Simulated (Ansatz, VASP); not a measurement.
Two plane-wave programs on SnTe

```
Sn Te
1.0
     0.00000    3.18413    3.18413
     3.18413    0.00000    3.18413
     3.18413    3.18413    0.00000
Sn Te
1 1
Direct
  0.00000 0.00000 0.00000
  0.50000 0.50000 0.50000
```

Alike in both runs: functional r2SCAN; k mesh 13 × 13 × 13; occupations fermi-dirac, width 0.08 eV; no spin polarisation.

Ansatz relaxed the structure, and its values are those at the end. VASP's run is a single point on that final structure, the one shown.

```csv
,VASP,Ansatz
version,VASP 6.6.1,Ansatz 0.2.0
potentials or method,"VASP PAW PBE potentials, release 64 (Sn_d, Te)","PAW with Ansatz's default frozen-core files, scalar-relativistic"
plane-wave cutoff (eV),520,500
valence electrons in the cell,20,30
```

|  | VASP | Ansatz | Ansatz less VASP |
| --- | --- | --- | --- |
| pressure (GPa) | 0.0 | 0.0 | -0.01 |

VASP's potentials were made for PBE, not for r2SCAN. VASP's potentials hold 20 valence electrons a cell and Ansatz's 30, so a difference there can come from the potentials and not from the codes.

Neither program's run includes spin-orbit coupling.
